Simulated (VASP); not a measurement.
# BAs (F-43m) in VASP: notebook

Runs on BAs. Level: PBE. Tasks: vibrations by perturbation theory.

Program: VASP 6.6.1. These are calculated values, not measurements. Logs are shortened: lines on timing, memory, paths and dates and some standing lists are left out, and cuts for length are marked.

## 1. The cell of the first run

It takes space group F-43m (No. 216, cubic). Conventional cell: a = 4.777 Å, b = 4.777 Å, c = 4.777 Å, α = 90.00°, β = 90.00°, γ = 90.00°. B (site symmetry -43m) has 4 As at 2.07 Å within 2.7 Å. As (site symmetry -43m) has 4 B at 2.07 Å within 2.7 Å.

## 2. Vibrations by perturbation theory, PBE (13.63 Å³/atom)

Input file INCAR:

```
SYSTEM = BAs
PREC = Accurate
ENCUT = 520
EDIFF = 1E-8
ISMEAR = 0
SIGMA = 0.01
LREAL = .False.
LASPH = .True.
NELM = 80
ALGO = Normal
ISIF = 2
LWAVE = .False.
LCHARG = .False.
GGA = PE
NBANDS = 11
IBRION = 8
NSW = 1
LEPSILON = .True.
```

Input file KPOINTS:

```
Automatic mesh
0
Gamma
  10 10 10
  0 0 0
```

Input file POSCAR:

```
BAs
1.0
    0.0000000000      2.3885052646      2.3885052646
    2.3885052646      0.0000000000      2.3885052646
    2.3885052646      2.3885052646      0.0000000000
B As
1 1
Direct
    0.0000000000      0.0000000000      0.0000000000
    0.7500000000      0.7500000000      0.7500000000
```

Potentials or basis: VASP PAW PBE potentials, release 64 (B, As).

Run with:

```
$ cat potpaw_PBE.64/B/POTCAR potpaw_PBE.64/As/POTCAR > POTCAR
$ mpirun -np 1 vasp_std > vasp.out
```

OUTCAR:

```text
SYSTEM = BAs
   PREC = Accurate
   ENCUT = 520
   EDIFF = 1E-8
   ISMEAR = 0
   LREAL = .False.
   LASPH = .True.
   NELM = 80
   ISIF = 2
   GGA = PE
   IBRION = 8
   NSW = 1
   LEPSILON = .True.

 ion  position               nearest neighbor table
   1  0.000  0.000  0.000-   2 2.07   2 2.07   2 2.07   2 2.07
   2  0.750  0.750  0.750-   1 2.07   1 2.07   1 2.07   1 2.07

  LATTYP: Found a face centered cubic cell.
 ALAT       =     4.7770105292

  Lattice vectors:

 A1 = (   0.0000000000,   2.3885052646,   2.3885052646)
 A2 = (   2.3885052646,   0.0000000000,   2.3885052646)
 A3 = (   2.3885052646,   2.3885052646,   0.0000000000)

Analysis of symmetry for initial positions (statically):
=====================================================================
 Subroutine PRICEL returns:
 Original cell was already a primitive cell.

 Routine SETGRP: Setting up the symmetry group for a
 face centered cubic supercell.

 Subroutine GETGRP returns: Found 24 space group operations
 (whereof 24 operations were pure point group operations)
 out of a pool of 48 trial point group operations.

The static configuration has the point symmetry T_d .

Analysis of symmetry for dynamics (positions and initial velocities):
=====================================================================
 Subroutine PRICEL returns:
 Original cell was already a primitive cell.

 Routine SETGRP: Setting up the symmetry group for a
 face centered cubic supercell.

 Subroutine GETGRP returns: Found 24 space group operations
 (whereof 24 operations were pure point group operations)
 out of a pool of 48 trial point group operations.

The dynamic configuration has the point symmetry T_d .

 Subroutine INISYM returns: Found 24 space group operations
 (whereof 24 operations are pure point group operations),
 and found     1 'primitive' translations

----------------------------------------------------------------------------------------

                                     Primitive cell

  volume of cell :      27.2526

  direct lattice vectors                    reciprocal lattice vectors
     0.000000000  2.388505265  2.388505265    -0.209335942  0.209335942  0.209335942
     2.388505265  0.000000000  2.388505265     0.209335942 -0.209335942  0.209335942
     2.388505265  2.388505265  0.000000000     0.209335942  0.209335942 -0.209335942

  length of vectors
     3.377856539  3.377856539  3.377856539     0.362580488  0.362580488  0.362580488

  position of ions in fractional coordinates (direct lattice)
     0.000000000  0.000000000  0.000000000
     0.750000000  0.750000000  0.750000000

  ion indices of the primitive-cell ions
   primitive index   ion index
                 1           1
                 2           2

----------------------------------------------------------------------------------------

 KPOINTS: Automatic mesh

Automatic generation of k-mesh.
 Grid dimensions read from file:
 generate k-points for:   10   10   10

 Generating k-lattice:

[... 485 lines left out ...]

 Free energy of the ion-electron system (eV)
  ---------------------------------------------------
  ---------------------------------------------------
  free energy    TOTEN  =        -0.72260263 eV

  energy without entropy =       -0.72260263

------------------------ aborting loop because EDIFF is reached ----------------------------------------

--------------------------------------- Ionic step        2  -------------------------------------------

------------------------ aborting loop because EDIFF is reached ----------------------------------------

--------------------------------------- Ionic step        3  -------------------------------------------

------------------------ aborting loop because EDIFF is reached ----------------------------------------

 PIEZOELECTRIC TENSOR FIELD DIRECTION 3  (e Angst)
 -----------------------------------------------------------------------------
    -0.00042 -0.15952  0.00000           ( -0.00000 -0.09913  0.00000)
    -0.15952 -0.00042  0.00000           ( -0.09913 -0.00000  0.00000)
     0.00000  0.00000 -0.00005           (  0.00000  0.00000 -0.00000)

 PIEZOELECTRIC TENSOR FIELD DIRECTION 3  (C/m^2)
 -----------------------------------------------------------------------------
    -0.00025 -0.09378  0.00000
    -0.09378 -0.00025  0.00000
     0.00000  0.00000 -0.00003

--------------------------------------- Ionic step        4  -------------------------------------------

------------------------ aborting loop because EDIFF is reached ----------------------------------------

[... ionic steps 5 to 6 ...]

--------------------------------------- Ionic step        7  -------------------------------------------

 Free energy of the ion-electron system (eV)
  ---------------------------------------------------
  ---------------------------------------------------
  free energy    TOTEN  =        -0.03663826 eV

  energy without entropy =       -0.03663826

------------------------ aborting loop because EDIFF is reached ----------------------------------------

 INTERNAL STRAIN TENSOR  FOR ION    2  DIRECTION 1   (eV/Angst):
 -----------------------------------------------------------------------------
    -0.00839  0.00000  0.00000
     0.00000  0.00646  7.20408
     0.00000  7.20408  0.00646

 MACROSCOPIC STATIC DIELECTRIC TENSOR (including local field effects in DFT)
 ------------------------------------------------------
           9.875630     0.000000     0.000000
           0.000000     9.875630     0.000000
          -0.000000     0.000000     9.875630
 ------------------------------------------------------

 PIEZOELECTRIC TENSOR (including local field effects)  for field in x, y, z        (e  Angst)
          XX          YY          ZZ          XY          YZ          ZX
  --------------------------------------------------------------------------------
  x     0.00000    -0.00000     0.00000     0.00000    -0.15385     0.00000
  y    -0.00000     0.00000     0.00000     0.00000     0.00000    -0.15385
  z     0.00000    -0.00000     0.00000    -0.15385     0.00000     0.00000

 PIEZOELECTRIC TENSOR (including local field effects)  for field in x, y, z        (C/m^2)
          XX          YY          ZZ          XY          YZ          ZX
  --------------------------------------------------------------------------------
  x     0.00000    -0.00000     0.00000     0.00000    -0.09045     0.00000
  y    -0.00000     0.00000     0.00000     0.00000     0.00000    -0.09045
  z     0.00000    -0.00000     0.00000    -0.09045     0.00000     0.00000

 BORN EFFECTIVE CHARGES (including local field effects) (in |e|, cummulative output)
 ---------------------------------------------------------------------------------
 ion    1
    1    -0.52904     0.00000     0.00000
    2    -0.00000    -0.52904     0.00000
    3     0.00000    -0.00000    -0.52904
 ion    2
    1     0.52904    -0.00000     0.00000
    2     0.00000     0.52904     0.00000
    3     0.00000     0.00000     0.52904

 INTERNAL STRAIN TENSOR FOR ION    2 for displacements in x,y,z  (eV/Angst):
          X           Y           Z          XY          YZ          ZX
  --------------------------------------------------------------------------------
  x    -0.00000     0.00000     0.00000     0.00000     7.20408     0.00000
  y     0.00000    -0.00000     0.00000     0.00000     0.00000     7.20408
  z     0.00000     0.00000    -0.00000     7.20408     0.00000     0.00000

 SECOND DERIVATIVES (NOT SYMMETRIZED)
 ------------------------------------
               1X          1Y          1Z          2X          2Y          2Z
  1X   -16.833547    0.000000    0.000000   16.833547    0.000000    0.000000
  1Y     0.000000  -16.833547    0.000000    0.000000   16.833547    0.000000
  1Z     0.000000    0.000000  -16.833547    0.000000    0.000000   16.833547
  2X    16.830481    0.000000    0.000000  -16.830481    0.000000    0.000000
  2Y     0.000000   16.830481    0.000000    0.000000  -16.830481    0.000000
  2Z     0.000000    0.000000   16.830481    0.000000    0.000000  -16.830481

 Eigenvectors and eigenvalues of the dynamical matrix
 ----------------------------------------------------

   1 f  =   20.867477 THz   131.114227 2PiTHz  696.064117 cm-1    86.300913 meV
             X         Y         Z           dx          dy          dz
      0.000000  0.000000  0.000000    -0.000000   -0.000000   -0.934836
      3.582758  3.582758  3.582758    -0.000000   -0.000000    0.355078
[... 21 lines left out ...]
   6 f/i=    0.000631 THz     0.003963 2PiTHz    0.021042 cm-1     0.002609 meV
             X         Y         Z           dx          dy          dz
      0.000000  0.000000  0.000000    -0.334500   -0.094173    0.072951
      3.582758  3.582758  3.582758    -0.880659   -0.247934    0.192062

--------------------------------------------------------------------------------------------------------

 MACROSCOPIC STATIC DIELECTRIC TENSOR IONIC CONTRIBUTION
 ------------------------------------------------------
           0.110405    -0.000000    -0.000000
          -0.000000     0.110405     0.000000
          -0.000000     0.000000     0.110405
 ------------------------------------------------------

 ELASTIC MODULI CONTR FROM IONIC RELAXATION (kBar)
 Direction    XX          YY          ZZ          XY          YZ          ZX
 --------------------------------------------------------------------------------
 XX          -0.0000     -0.0000     -0.0000      0.0000      0.0000      0.0000
 YY          -0.0000     -0.0000     -0.0000      0.0000      0.0000      0.0000
 ZZ          -0.0000     -0.0000     -0.0000      0.0000      0.0000      0.0000
 XY           0.0000      0.0000      0.0000   -190.5663      0.0000      0.0000
 YZ           0.0000      0.0000      0.0000      0.0000   -190.5663      0.0000
 ZX           0.0000      0.0000      0.0000      0.0000      0.0000   -190.5663
 --------------------------------------------------------------------------------

 PIEZOELECTRIC TENSOR IONIC CONTR  for field in x, y, z        (C/m^2)
          XX          YY          ZZ          XY          YZ          ZX
  --------------------------------------------------------------------------------
  x    -0.00000    -0.00000    -0.00000     0.00000     0.13649    -0.00000
  y    -0.00000    -0.00000    -0.00000     0.00000     0.00000     0.13649
  z    -0.00000    -0.00000    -0.00000     0.13649     0.00000     0.00000
```

It took 8.4 min on 1 thread of Intel Xeon 8259CL, shared host; peak memory 0.28 GiB.

Results:

```
Electronic dielectric tensor (diagonal)                 : 9.88
Born charges (mean of the diagonal)                     : B -0.53; As +0.53 e
Highest phonon frequency at Γ, LO-TO splitting left out : 696 cm⁻¹
```

Phonon frequencies in cm⁻¹ (negative: imaginary):
| q point | frequencies |
| --- | --- |
| (0.000, 0.000, 0.000) | 0 0 0 696 696 696 |

Electronic dielectric tensor:
```
9.88 0.00 0.00
0.00 9.88 0.00
0.00 0.00 9.88
```

Born effective charge tensors (e):
atom 1, B
```
-0.53  0.00  0.00
 0.00 -0.53  0.00
 0.00  0.00 -0.53
```
atom 2, As
```
0.53 0.00 0.00
0.00 0.53 0.00
0.00 0.00 0.53
```

Caveat: the cell stands under pressure or tension, which shifts response properties.

## 3. Vibrations by perturbation theory, PBE

This run uses another cell than the first one, of 13.90 Å³/atom.

Input file INCAR:

```
PREC = Accurate ; ENCUT = 520
EDIFF = 1E-8 ; ISMEAR = 0
SIGMA = 0.01 ; LREAL = F
LASPH = T ; NELM = 100
ALGO = Normal ; ISIF = 2
LWAVE = F ; LCHARG = F
GGA = PE ; IBRION = 8
NSW = 1 ; LEPSILON = T
```

Input file KPOINTS:

```
Automatic mesh
0
Gamma
  10 10 10
```

Input file POSCAR:

```
BAs
1.0
    0.0000000000      2.4046443033      2.4046443033
    2.4046443033      0.0000000000      2.4046443033
    2.4046443033      2.4046443033      0.0000000000
B As
1 1
Direct
    0.0000000000      0.0000000000      0.0000000000
    0.7500000000      0.7500000000      0.7500000000
```

Potentials or basis: VASP PAW PBE potentials, release 64 (B, As).

Run with:

```
$ cat potpaw_PBE.64/B/POTCAR potpaw_PBE.64/As/POTCAR > POTCAR
$ mpirun -np 1 vasp_std > vasp.out
```

OUTCAR:

```text
PREC = Accurate
   ENCUT = 520
   EDIFF = 1E-8
   ISMEAR = 0
   LREAL = F
   LASPH = T
   NELM = 100
   ISIF = 2
   GGA = PE
   IBRION = 8
   NSW = 1
   LEPSILON = T

 ion  position               nearest neighbor table
   1  0.000  0.000  0.000-   2 2.08   2 2.08   2 2.08   2 2.08
   2  0.750  0.750  0.750-   1 2.08   1 2.08   1 2.08   1 2.08

  LATTYP: Found a face centered cubic cell.
[... 593 lines left out ...]
      0.000000  0.000000  0.000000    -0.000000   -0.000000   -0.934843
      3.606966  3.606966  3.606966    -0.000000   -0.000000    0.355060
[... 21 lines left out ...]
   6 f/i=    0.001020 THz     0.006410 2PiTHz    0.034030 cm-1     0.004219 meV
             X         Y         Z           dx          dy          dz
      0.000000  0.000000  0.000000    -0.344102   -0.087328    0.005918
      3.606966  3.606966  3.606966    -0.905993   -0.229928    0.015582

--------------------------------------------------------------------------------------------------------

 MACROSCOPIC STATIC DIELECTRIC TENSOR IONIC CONTRIBUTION
 ------------------------------------------------------
           0.088335     0.000000    -0.000000
           0.000000     0.088335     0.000000
          -0.000000     0.000000     0.088335
 ------------------------------------------------------

 ELASTIC MODULI CONTR FROM IONIC RELAXATION (kBar)
 Direction    XX          YY          ZZ          XY          YZ          ZX
 --------------------------------------------------------------------------------
 XX          -0.0000     -0.0000     -0.0000      0.0000      0.0000      0.0000
 YY          -0.0000     -0.0000     -0.0000      0.0000      0.0000      0.0000
 ZZ          -0.0000     -0.0000     -0.0000      0.0000      0.0000      0.0000
 XY           0.0000      0.0000      0.0000   -152.8159      0.0000      0.0000
 YZ           0.0000      0.0000      0.0000      0.0000   -152.8159      0.0000
 ZX           0.0000      0.0000      0.0000      0.0000      0.0000   -152.8159
 --------------------------------------------------------------------------------

 PIEZOELECTRIC TENSOR IONIC CONTR  for field in x, y, z        (C/m^2)
          XX          YY          ZZ          XY          YZ          ZX
  --------------------------------------------------------------------------------
  x    -0.00000    -0.00000    -0.00000    -0.00000     0.10933     0.00000
  y    -0.00000    -0.00000    -0.00000     0.00000     0.00000     0.10933
  z    -0.00000    -0.00000    -0.00000     0.10933    -0.00000     0.00000
```

Run time: 7 min. Hardware: 1 thread of Intel Xeon 8259CL, shared host; peak memory 0.26 GiB.

What came out:

```yaml
Electronic_dielectric_tensor_diagonal: 9.97
Born_charges_mean_of_the_diagonal: B -0.47; As +0.47 e
Highest_phonon_frequency_at_Γ_LO-TO_splitting_left_out: 682 cm⁻¹
```

Phonon frequencies in cm⁻¹ (negative: imaginary):
```csv
q point,frequencies
"(0.000, 0.000, 0.000)",0 0 0 682 682 682
```

Electronic dielectric tensor:
```
9.97 0.00 0.00
0.00 9.97 0.00
0.00 0.00 9.97
```

Born effective charge tensors (e):
atom 1, B
```
-0.47  0.00  0.00
 0.00 -0.47  0.00
 0.00  0.00 -0.47
```
atom 2, As
```
0.47 0.00 0.00
0.00 0.47 0.00
0.00 0.00 0.47
```
